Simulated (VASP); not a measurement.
Set up this calculation in VASP 6.6.1, as the native input.

```
Task                   : single point
Functional             : PBE
Potentials or basis    : VASP PAW PBE potentials, release 64 (Cu, C, O)
Cutoff                 : 520 eV
k mesh                 : 6 × 6 × 1
Occupations            : gaussian, width 0.1 eV
Spin                   : no spin polarisation
Dipole correction      : yes
Further INCAR settings : ALGO = Normal; EDIFF = 1e-06; NBANDS = 108; NELMDL = -8
```

The structure of Cu16CO lies in POSCAR:

```
Cu16CO
1.0
    5.1737306123      0.0000000000      0.0000000000
    2.5868653062      4.4805821426      0.0000000000
    0.0000000000      0.0000000000     24.3365000334
Cu C O
16 1 1
Direct
    0.0000000000      0.0000000000      0.3698148866
    0.5000000000      0.0000000000      0.3698148866
    0.0000000000      0.5000000000      0.3698148866
    0.5000000000      0.5000000000      0.3698148866
    0.1666666667      0.1666666667      0.4566049622
    0.6666666667      0.1666666667      0.4566049622
    0.1666666667      0.6666666667      0.4566049622
    0.6666666667      0.6666666667      0.4566049622
   -0.1649082356      0.3324541178      0.5404268645
    0.3324541178      0.3324541178      0.5404268645
   -0.1666666667      0.8333333333      0.5440615278
    0.3324541178      0.8350917644      0.5404268645
    0.0002387757      0.0002387757      0.6282145386
    0.4995224487      0.0002387757      0.6282145386
    0.0002387757      0.4995224487      0.6282145386
    0.5000000000      0.5000000000      0.6228227722
    0.1666666667      0.1666666667      0.6861157161
    0.1666666667      0.1666666667      0.7343247443
```

One way to write it, as run:

INCAR

```
PREC = Accurate
ENCUT = 520
EDIFF = 1E-6
ISMEAR = 0
SIGMA = 0.1
LREAL = F
LASPH = T
NELM = 120
ALGO = Normal
ISIF = 2
LWAVE = F
LCHARG = F
LDIPOL = T
IDIPOL = 3
DIPOL = 0.5 0.5 0.522
GGA = PE
NBANDS = 108
GGA_COMPAT = F
NELMDL = -8
```

KPOINTS

```
regular mesh
0
Gamma
  6 6 1
```

Potentials or basis: VASP PAW PBE potentials, release 64 (Cu, C, O).

The run is started by

```sh
$ cat potpaw_PBE.64/Cu/POTCAR potpaw_PBE.64/C/POTCAR potpaw_PBE.64/O/POTCAR > POTCAR
$ mpirun -np 1 vasp_std > vasp.out
```

Results of the run:

| Item | Value |
| --- | --- |
| Largest force | 0.707 eV/Å |
| Band gap on the k mesh | zero (bands 93 and 94 overlap by 0.22 eV) |

Wall time 26 min on 1 thread of Intel(R) Xeon(R) Platinum 8375C CPU @ 2.90GHz (Ice Lake), on a shared host, peak memory 0.83 GiB.
